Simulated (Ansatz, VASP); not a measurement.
# SnC2: VASP beside Ansatz

```
CELL_PARAMETERS angstrom
-1.98579 1.98579 4.78882
1.98579 -1.98579 4.78882
1.98579 1.98579 -4.78882
ATOMIC_POSITIONS crystal
Sn 0.00000 0.00000 0.00000
Sn 0.75000 0.25000 0.50000
C 0.78721 0.78721 0.00000
C 0.53721 0.03721 0.50000
C 0.96279 0.46279 0.50000
C 0.21279 0.21279 0.00000
```

Alike in both runs: task relaxation of cell and atoms; functional PBE; k mesh 6 × 6 × 6; occupations gaussian, width 0.1 eV; no spin polarisation.

```csv
,VASP,Ansatz
version,VASP 6.6.1,Ansatz 0.2.0
potentials or method,"VASP PAW PBE potentials, release 64 (Sn_d, C), cutoff 600 eV","scalar-relativistic, plane waves, PAW"
valence electrons in the cell,44,44
```

Ansatz gave:

| Item | Value |
| --- | --- |
| gap on the k mesh at the Fermi level, each at its own relaxed structure (eV) | none |
| relaxed volume (Å³/atom) | 18.02 |
| relaxed cell length with the largest relative difference (Å) | 6.803 |

Question: Estimate VASP's values.

Answer: gap on the k mesh at the Fermi level, each at its own relaxed structure (eV): none; relaxed volume (Å³/atom): 17.89; relaxed cell length with the largest relative difference (Å): 6.787.

A gap of «none» marks a metal or a gap that the smearing closes.

The k mesh is coarse, so the values compare programs but aren't converged. Noted on VASP's run: the volume moved by over 15 % at a fixed basis, so the end points are rough.
